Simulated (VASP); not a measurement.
# BN (R-3m) in VASP: single point with HSE06

Aim: the single point of BN with HSE06.

Program: VASP 6.6.1. These are calculated values, not measurements. Logs are shortened: lines on timing, memory, paths and dates and some standing lists are left out, and cuts for length are marked.

## Step 1: The cell of the first run

The structure is trigonal, space group R-3m (No. 166). The conventional cell has a = 2.469 Å, b = 2.469 Å, c = 6.369 Å, α = 90.00°, β = 90.00°, γ = 120.00°. Within 2.6 Å of B (site symmetry -3m) lie 6 N at 1.78 Å and 12 B at 2.47 to 2.56 Å. N (site symmetry -3m) has 6 B at 1.78 Å and 12 N at 2.47 to 2.56 Å within 2.6 Å.

## Step 2: Single point, HSE06 (strain along [111] +5.3%)

Input file POSCAR:

```
BN
1.0
    0.0618022381      1.8076281731      1.8076281731
    1.8076281731      0.0618022381      1.8076281731
    1.8076281731      1.8076281731      0.0618022381
B N
1 1
Direct
    0.0000000000      0.0000000000      0.0000000000
    0.5000000000      0.5000000000      0.5000000000
```

Input file INCAR.step1:

```
SYSTEM = BN
PREC     = Accurate       ! precision mode
ENCUT    = 520            ! plane-wave cutoff, eV
EDIFF    = 1E-5           ! SCF threshold, eV
ISMEAR   = 0              ! smearing method
SIGMA    = 0.01           ! smearing width, eV
LREAL    = .False.        ! projectors in reciprocal space
LASPH    = .True.         ! aspherical terms in the spheres
NELM     = 60             ! most SCF steps
ALGO     = Normal         ! electronic algorithm
ISIF     = 2              ! what is computed and relaxed
LWAVE    = .True.         ! write WAVECAR
LCHARG   = .False.        ! write CHGCAR
NBANDS   = 11             ! bands
GGA      = PE             ! functional
```

Input file INCAR.step2:

```
SYSTEM = BN
PREC     = Accurate       ! precision mode
ENCUT    = 520            ! plane-wave cutoff, eV
EDIFF    = 1E-6           ! SCF threshold, eV
ISMEAR   = 0              ! smearing method
SIGMA    = 0.01           ! smearing width, eV
LREAL    = .False.        ! projectors in reciprocal space
LASPH    = .True.         ! aspherical terms in the spheres
NELM     = 60             ! most SCF steps
ALGO     = Normal         ! electronic algorithm
ISIF     = 2              ! what is computed and relaxed
LWAVE    = .False.        ! write WAVECAR
LCHARG   = .False.        ! write CHGCAR
GGA      = PE             ! functional
LHFCALC  = .True.         ! exact exchange
HFSCREEN = 0.2079         ! screening, 1/A
PRECFOCK = Normal       
NBANDS   = 11             ! bands
ISTART   = 1
```

Input file KPOINTS:

```
Automatic mesh
0
Gamma
  8 8 8
  0 0 0
```

Potentials or basis: VASP PAW PBE potentials, release 64 (B, N).

On the command line:

```sh
cat potpaw_PBE.64/B/POTCAR potpaw_PBE.64/N/POTCAR > POTCAR
cp INCAR.step1 INCAR
mpirun -np 1 vasp_std > vasp.out
cp INCAR.step2 INCAR
mpirun -np 1 vasp_std > vasp.out
```

OUTCAR:

```text
SYSTEM = BN
   PREC = Accurate
   ENCUT = 520
   EDIFF = 1E-6
   ISMEAR = 0
   LREAL = .False.
   LASPH = .True.
   NELM = 60
   ISIF = 2
   GGA = PE
   LHFCALC = .True.
   HFSCREEN = 0.2079
   PRECFOCK = Normal
   ISTART = 1

 ion  position               nearest neighbor table
   1  0.000  0.000  0.000-   2 1.78   2 1.78   2 1.78   2 1.78   2 1.78   2 1.78
   2  0.500  0.500  0.500-   1 1.78   1 1.78   1 1.78   1 1.78   1 1.78   1 1.78

  LATTYP: Found a trigonal (rhomboedric) cell.
 ALAT       =     2.5571192270
 COS(alpha) =     0.5338776511

  Lattice vectors:

 A1 = (   0.0618022381,   1.8076281731,   1.8076281731)
 A2 = (   1.8076281731,   0.0618022381,   1.8076281731)
 A3 = (   1.8076281731,   1.8076281731,   0.0618022381)

Analysis of symmetry for initial positions (statically):
=====================================================================
 Subroutine PRICEL returns:
 Original cell was already a primitive cell.

 Routine SETGRP: Setting up the symmetry group for a
 trigonal (rhombohedral) supercell.

 Subroutine GETGRP returns: Found 12 space group operations
 (whereof 12 operations were pure point group operations)
 out of a pool of 12 trial point group operations.

The static configuration has the point symmetry D_3d.

Analysis of symmetry for dynamics (positions and initial velocities):
=====================================================================
 Subroutine PRICEL returns:
 Original cell was already a primitive cell.

 Routine SETGRP: Setting up the symmetry group for a
 trigonal (rhombohedral) supercell.

 Subroutine GETGRP returns: Found 12 space group operations
 (whereof 12 operations were pure point group operations)
 out of a pool of 12 trial point group operations.

The dynamic configuration has the point symmetry D_3d.

 Subroutine INISYM returns: Found 12 space group operations
 (whereof 12 operations are pure point group operations),
 and found     1 'primitive' translations

----------------------------------------------------------------------------------------

                                     Primitive cell

  volume of cell :      11.2073

  direct lattice vectors                    reciprocal lattice vectors
     0.061802238  1.807628173  1.807628173    -0.291211025  0.281583765  0.281583765
     1.807628173  0.061802238  1.807628173     0.281583765 -0.291211025  0.281583765
     1.807628173  1.807628173  0.061802238     0.281583765  0.281583765 -0.291211025

  length of vectors
     2.557119227  2.557119227  2.557119227     0.493338316  0.493338316  0.493338316

  position of ions in fractional coordinates (direct lattice)
     0.000000000  0.000000000  0.000000000
     0.500000000  0.500000000  0.500000000

  ion indices of the primitive-cell ions
   primitive index   ion index
                 1           1
                 2           2

----------------------------------------------------------------------------------------

 KPOINTS: Automatic mesh

Automatic generation of k-mesh.
 Grid dimensions read from file:
 generate k-points for:    8    8    8

 Generating k-lattice:

  Cartesian coordinates                     Fractional coordinates (reciprocal lattice)
    -0.036401378  0.035197971  0.035197971     0.125000000  0.000000000  0.000000000
     0.035197971 -0.036401378  0.035197971     0.000000000  0.125000000  0.000000000
     0.035197971  0.035197971 -0.036401378     0.000000000  0.000000000  0.125000000

  Length of vectors
     0.061667290  0.061667290  0.061667290

  Shift w.r.t. Gamma in fractional coordinates (k-lattice)
     0.000000000  0.000000000  0.000000000

 Subroutine IBZKPT returns following result:
 ===========================================

 Found     65 irreducible k-points:

 Following reciprocal coordinates:
            Coordinates               Weight
  0.000000  0.000000  0.000000      1.000000
  0.125000  0.000000  0.000000      6.000000
  0.250000  0.000000  0.000000      6.000000
  0.375000 -0.000000 -0.000000      6.000000
  0.500000  0.000000  0.000000      3.000000
  0.125000  0.125000  0.000000      6.000000
[... 16 lines left out ...]
  0.250000  0.125000  0.125000      6.000000
  0.375000  0.125000  0.125000      6.000000
 [... further k-points ...]
   k-points           NKPTS =     65   k-points in BZ     NKDIM =    512   number of bands    NBANDS=     11
   number of dos      NEDOS =    301   number of ions     NIONS =      2
   total plane-waves  NPLWV =   8000
   dimension x,y,z NGX =    20 NGY =   20 NGZ =   20
   dimension x,y,z NGXF=    40 NGYF=   40 NGZF=   40
   ions per type =               1   1
   NGX,Y,Z   is equivalent  to a cutoff of  13.00, 13.00, 13.00 a.u.
   NGXF,Y,Z  is equivalent  to a cutoff of  26.01, 26.01, 26.01 a.u.
 SYSTEM =  BN
   PREC   = accura    normal or accurate (medium, high low for compatibility)
   ISTART =      1    job   : 0-new  1-cont  2-samecut
   ICHARG =      0    charge: 1-file 2-atom 10-const
   ISPIN  =      1    spin polarized calculation?
   LNONCOLLINEAR =      F non collinear calculations
   LSORBIT =      F    spin-orbit coupling
   LASPH  =      T    aspherical Exc in radial PAW
   ENCUT  =  520.0 eV  38.22 Ry    6.18 a.u.   4.75  4.75  4.75*2*pi/ulx,y,z
   NELM   =     60;   NELMIN=  2; NELMDL=  0     # of ELM steps
   EDIFF  = 0.1E-05   stopping-criterion for ELM
   LREAL  =      F    real-space projection
   EDIFFG = 0.1E-04   stopping-criterion for IOM
   NSW    =      0    number of steps for IOM
   IBRION =     -1    ionic relax: 0-MD 1-quasi-New 2-CG
   NFREE  =      0    steps in history (QN), initial steepest desc. (CG)
   ISIF   =      2    stress and relaxation
   ISYM   =      3    0-nonsym 1-usesym 2-fastsym
   POTIM  = 0.5000    time-step for ionic-motion
   TEBEG  =    0.0;   TEEND  =   0.0 temperature during run
   PSTRESS=    0.0 pullay stress
   NELECT =       8.0000    total number of electrons
   NUPDOWN=      -1.0000    fix difference up-down
   EMIN   =  10.00;   EMAX   =-10.00  energy-range for DOS
   EFERMI =   0.00;   METHOD = LEGACY
   ISMEAR =     0;   SIGMA  =   0.01  broadening in eV -4-tet -1-fermi 0-gaus
   EFERMI_NEDOS =   21; number of points for ismear=-14 and -15
   IALGO  =     38    algorithm
   IMIX   =      1    mixing-type and parameters
     AMIX     =   0.40;   BMIX     =  1.00
     AMIX_MAG =   1.60;   BMIX_MAG =  1.00
  volume/ion in A,a.u.               =       5.60        37.82
  Fermi-wavevector in a.u.,A,eV,Ry     =   1.463089  2.764837 29.125023  2.140629
  Thomas-Fermi vector in A             =   2.579225
   LORBIT       =      0    0 simple, 1 ext, 2 COOP (PROOUT), +10 PAW based schemes
   GGA     = PE    functional components
   LHFCALC =     T    Hartree Fock is set to
   PRECFOCK=normal    Normal, Fast or Accurate (Low or Medium for compatibility)
   ENCUT4O =  -1.0   cutoff for four orbital integrals eV
   NKREDX  =     1    reduce k-point grid by
   NKREDY  =     1    reduce k-point grid by
   NKREDZ  =     1    reduce k-point grid by
   AEXX    =    0.2500 exact exchange contribution
   HFSCREEN=    0.2079 screening length (either q_TF or 0.3 A-1)
   HFSCREENC=   0.2079 screening length for correlation (either q_TF or 0.3 A-1)
   ENCUTFOCK=  -1.0 apply spherical cutoff to Coloumb kernel
   IVDW    =     0    specifies the selected vdW correction
   LEPSILON=     F    determine dielectric tensor
   LRPA    =     F    only Hartree local field effects (RPA)
 non-spin polarized calculation
 Gauss-broadening in eV      SIGMA  =   0.01
  energy-cutoff  :      520.00
  volume of cell :       11.21
 maximum number of plane-waves:       312
  NGX = 16; NGY = 16; NGZ = 16

 number of electron       8.0000000 magnetization

 Free energy of the ion-electron system (eV)
  ---------------------------------------------------
  ext. energy  EPLUGINS =         0.00000000
  ---------------------------------------------------
  free energy    TOTEN  =       -16.44489794 eV

  energy without entropy =      -16.44489794  energy(sigma->0) =      -16.44489794

 E-fermi :   9.5572     XC(G=0): -11.0022

 val. band max:        9.3453897896   @ k =   0.3750   0.2500   0.2500
 cond. band min:      10.8173794343   @ k =   0.5000   0.5000   0.0000
 fundamental gap:      1.4719896447
 Fermi energy:         9.5571997774

 k-point     1 :       0.0000    0.0000    0.0000
  band No.  band energies     occupation
      1     -14.8322      2.00000
      2       7.2618      2.00000
      3       8.5306      2.00000
      4       8.5306      2.00000
      5      18.6090      0.00000
      6      22.5332      0.00000
      7      22.5332      0.00000
      8      22.9189      0.00000
      9      27.6562      0.00000
     10      29.5915      0.00000
     11      29.5915      0.00000

 k-point     2 :       0.1250    0.0000    0.0000
  band No.  band energies     occupation
      1     -14.3643      2.00000
      2       6.4124      2.00000
      3       7.5124      2.00000
      4       8.4750      2.00000
      5      18.9660      0.00000
      6      21.1036      0.00000
      7      21.2723      0.00000
      8      22.3676      0.00000
      9      28.1710      0.00000
     10      28.9449      0.00000
     11      30.7704      0.00000

 k-point     3 :       0.2500    0.0000    0.0000
  band No.  band energies     occupation
      1     -12.9927      2.00000
      2       2.4754      2.00000
      3       7.5594      2.00000
      4       8.4141      2.00000
      5      17.8894      0.00000
      6      18.4759      0.00000
      7      18.8226      0.00000
      8      22.8980      0.00000
      9      28.6108      0.00000
     10      32.0064      0.00000
     11      33.9701      0.00000
[... 267 lines left out ...]
 k-point    23 :       0.2500    0.1250    0.1250
  band No.  band energies     occupation
      1     -13.6645      2.00000
      2       4.1997      2.00000
      3       6.1995      2.00000
      4       9.2388      2.00000
      5      18.6252      0.00000
      6      19.5127      0.00000
      7      21.2416      0.00000
      8      22.5025      0.00000
      9      27.7788      0.00000
     10      31.0919      0.00000
     11      33.3292      0.00000

 k-point    24 :       0.3750    0.1250    0.1250
  band No.  band energies     occupation
      1     -12.0497      2.00000
      2       1.3873      2.00000
      3       4.5512      2.00000
      4       9.1996      2.00000
      5      16.6557      0.00000
      6      17.9120      0.00000
      7      20.0680      0.00000
      8      23.5963      0.00000
      9      29.3258      0.00000
     10      33.8660      0.00000
     11      36.9180      0.00000

 [... further k-points ...]
[... 5 lines left out ...]
  --------------------------------------------------------------------------------------
  -------------------------------------------------------------------------------------
  Total       -1.8205883     -1.8205883     -1.8205883     -1.4978054     -1.4978054     -1.4978054
  in kB     -260.2674684   -260.2674684   -260.2674684   -214.1231141   -214.1231141   -214.1231141
  external PRESSURE =    -260.2674684 kB  Pullay stress =       0.0000000 kB

 VOLUME and BASIS-vectors are now :
 -----------------------------------------------------------------------------
  energy-cutoff  :      520.00
  volume of cell :       11.21
      direct lattice vectors                 reciprocal lattice vectors
     0.061802238  1.807628173  1.807628173    -0.291211025  0.281583765  0.281583765
     1.807628173  0.061802238  1.807628173     0.281583765 -0.291211025  0.281583765
     1.807628173  1.807628173  0.061802238     0.281583765  0.281583765 -0.291211025

 POSITION                                       TOTAL-FORCE (eV/Angst)
 -----------------------------------------------------------------------------------
      0.00000      0.00000      0.00000         0.000000     -0.000000      0.000000
      1.83853      1.83853      1.83853        -0.000000      0.000000     -0.000000
 -----------------------------------------------------------------------------------
    total drift:                               -0.000000     -0.000000     -0.000000

  FREE ENERGIE OF THE ION-ELECTRON SYSTEM (eV)
  ---------------------------------------------------
  free  energy   TOTEN  =       -16.4448979417 eV

  energy  without entropy=      -16.4448979417  energy(sigma->0) =      -16.44489794
```

Wall time 21 min (1 thread of Intel Xeon Platinum 8259CL at 2.50GHz (Skylake/Cascade Lake), shared host); peak memory 0.24 GiB.

Results:

- Free energy: -16.4449 eV
- Pressure: -26.0 GPa
- Band gap on the k mesh: 1.47 eV (least direct gap 6.24 eV)

Caveat: the cell differs from its parent crystal (strain along [111] +5.3%); the cell stands under tension; the PAW data sets were made with another functional, which shifts forces and pressure a little. A k mesh can miss the band edges.
